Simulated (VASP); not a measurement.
Runs of VASP 6.6.1 on Sr2SO. The structure is that of space group P4/mmm (No. 123), or close to it. The cells are those of the table. 

| level | cell | k mesh | gap on the mesh (eV) | pressure (GPa) |
| --- | --- | --- | --- | --- |
| PBE | a = 3.939, b = 3.939, c = 5.578 Å, 4 atoms | 7 × 7 × 5 | 2.12 | (c) |
| PBE | a = 3.994, b = 3.994, c = 5.655 Å, 4 atoms | 7 × 7 × 5 | 2.16 | 2.3 |
| RPBE | a = 4.043, b = 4.043, c = 5.718 Å, 4 atoms | 5 × 5 × 4 | 2.24 | (a) |
| PBEsol | a = 4.043, b = 4.043, c = 5.718 Å, 4 atoms | 5 × 5 × 4 | 2.12 | -2.4 |
| PBE | a = 4.043, b = 4.043, c = 5.718 Å, 4 atoms | 4 × 4 × 3 | 2.19 | (b) |

Alike in all rows: task single point; potentials or basis VASP PAW PBE potentials, release 64 (Sr_sv, S, O); no spin polarisation; cutoff (eV) 520; smearing fermi-dirac 0.05 eV.

Task: Fill in the values left out.

Result: (a) 2.1; (b) 0.1; (c) 5.3.

Caveats: the PAW data sets were made with another functional, which shifts forces and pressure a little (some runs).

A k mesh can miss the band edges, and the runs leave out spin-orbit coupling on Sr.
